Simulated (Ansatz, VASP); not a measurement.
# Be2S3: VASP beside Ansatz

```
Be S
1.0
     6.58105    0.00000   -0.00342
     0.00000    3.51175    0.00000
    -0.16583    0.00000    6.96847
Be S
4 6
Direct
  0.81163 0.46086 0.97804
  0.81163 0.53914 0.47804
  0.18896 0.03549 0.74802
  0.18896 0.96451 0.24802
  0.64567 0.37532 0.72261
  0.64567 0.62468 0.22261
  0.35332 0.53291 0.80625
  0.35332 0.46709 0.30625
  0.00051 0.96674 0.99551
  0.00051 0.03326 0.49551
```

Change from the starting cell: the structure that the rattled cell fell into.

Alike in both runs: functional PBE; k mesh 4 × 8 × 4; occupations gaussian, width 0.02 eV; no spin polarisation.

Ansatz relaxed the structure, and its values are those at the end. VASP's run is a single point on that final structure, the one shown.

```csv
,VASP,Ansatz
version,VASP 6.6.1,Ansatz 0.2.0
potentials or method,"VASP PAW PBE potentials, release 64 (Be, S), cutoff 520 eV","scalar-relativistic, plane waves, PAW"
valence electrons in the cell,44,44
```

|  | VASP | Ansatz | Ansatz less VASP |
| --- | --- | --- | --- |
| gap on the k mesh at the Fermi level (eV) | 1.33 | 1.31 | -0.026 |
| least direct gap on the mesh (eV) | 1.67 | 1.64 | -0.030 |
| pressure (GPa) | -0.1 | 0.0 | +0.13 |
| rms of the force components (eV/Å) | 0.036 | 0.004 | -0.0323 |
